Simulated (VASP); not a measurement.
Wanted: the native input for a VASP 6.6.1 run.

```yaml
Task: electric field gradients
Functional: LDA
Potentials_or_basis: VASP PAW LDA potentials, release 64 (Sb, Au)
Cutoff: 520 eV
k_mesh: 10 × 10 × 10
Occupations: fermi-dirac, width 0.05 eV
Spin: no spin polarisation
Dipole_correction: no
Further_INCAR_settings: ALGO = Normal; EDIFF = 1e-08; NBANDS = 21
```

The structure of Sb3Au lies in POSCAR:

```
Sb3Au
1.0
   -3.0400000000      3.0400000000      3.0704000000
    3.0400000000     -3.0400000000      3.0704000000
    3.0400000000      3.0400000000     -3.0704000000
Sb Au
3 1
Direct
    0.0000000000      0.5000000000      0.5000000000
    0.5000000000      0.0000000000      0.5000000000
    0.5000000000      0.5000000000      0.0000000000
    0.0000000000      0.0000000000      0.0000000000
```

This cell differs from its parent crystal: zz strain of +1 %.

The input as run:

INCAR

```
  PREC = Accurate
  ENCUT = 520
  EDIFF = 1E-8
  ISMEAR = -1
  SIGMA = 0.05
  LREAL = F
  LASPH = T
  NELM = 60
  ALGO = Normal
  ISIF = 2
  LWAVE = F
  LCHARG = F
  GGA = CA
  LEFG = T
  NBANDS = 21
```

KPOINTS

```
regular mesh
0
Gamma
  10 10 10
```

Potentials or basis: VASP PAW LDA potentials, release 64 (Sb, Au).

Launch:

```console
$ cat potpaw_LDA.64/Sb/POTCAR potpaw_LDA.64/Au/POTCAR > POTCAR
$ mpirun -np 1 vasp_std > vasp.out
```

It gave:

```
Pressure                                : -8.1 GPa
Band gap on the k mesh                  : zero (bands 13 and 14 overlap by 2.62 eV)
Largest electric field gradient by atom : Sb -8.7, +2.6 (each value once); Au +11.0 V/Å²
```

Caveat: the cell differs from its parent crystal (zz strain of +1 %); the cell stands under tension; without QUAD_EFG the Cq values of the log hold for a quadrupole moment of 1 mb, not for the nuclei; spin-orbit coupling is left out, which moves the levels of the heavy elements.

Run time: 97 s on 1 thread of AMD EPYC 9R45 96-Core Processor (Zen 5), with other jobs on the host, peak memory 0.33 GiB.
